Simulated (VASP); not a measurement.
Here is a VASP 6.6.1 calculation.

Contents of INCAR:

```
SYSTEM = GaP
  ALGO = Normal
  EDIFF = 1E-7
  ENCUT = 520
  GGA = PS
  ISIF = 2
  ISMEAR = 0
  LASPH = .True.
  LCHARG = .False.
  LREAL = .False.
  LWAVE = .False.
  NBANDS = 26
  NELM = 60
  PREC = Accurate
  SIGMA = 0.01
```

Contents of KPOINTS:

```
k-points
0
Gamma
  4 4 4
  0 0 0
```

Contents of POSCAR:

```
GaP
1.0
    1.9430151800      1.1218003300      6.4308101000
   -1.9430151800      1.1218003300      6.4308101000
    0.0000000000     -2.2436006700      6.4308101000
Ga P
2 2
Direct
    0.4353720004      0.4353720004      0.4353719985
    0.5646280011      0.5646280011      0.5646279986
    0.0573890000      0.0573890000      0.0573889997
    0.9426110015      0.9426110015      0.9426109973
```

Potentials or basis: VASP PAW PBE potentials, release 64 (Ga_d, P).

Launch:

```sh
$ cat potpaw_PBE.64/Ga_d/POTCAR potpaw_PBE.64/P/POTCAR > POTCAR
$ mpirun -np 1 vasp_std > vasp.out
```

(1) Estimate the pressure.

(2) What does it give for the largest force?

(3) Predict the band gap on the k mesh.

Answers

(1) -2.6 GPa.

(2) 0.078 eV/Å.

(3) 0.73 eV, indirect (least direct gap 1.01 eV).

Caveat: the k points lie up to 0.47 Å⁻¹ apart; the PAW data sets were made with another functional, which shifts forces and pressure a little.
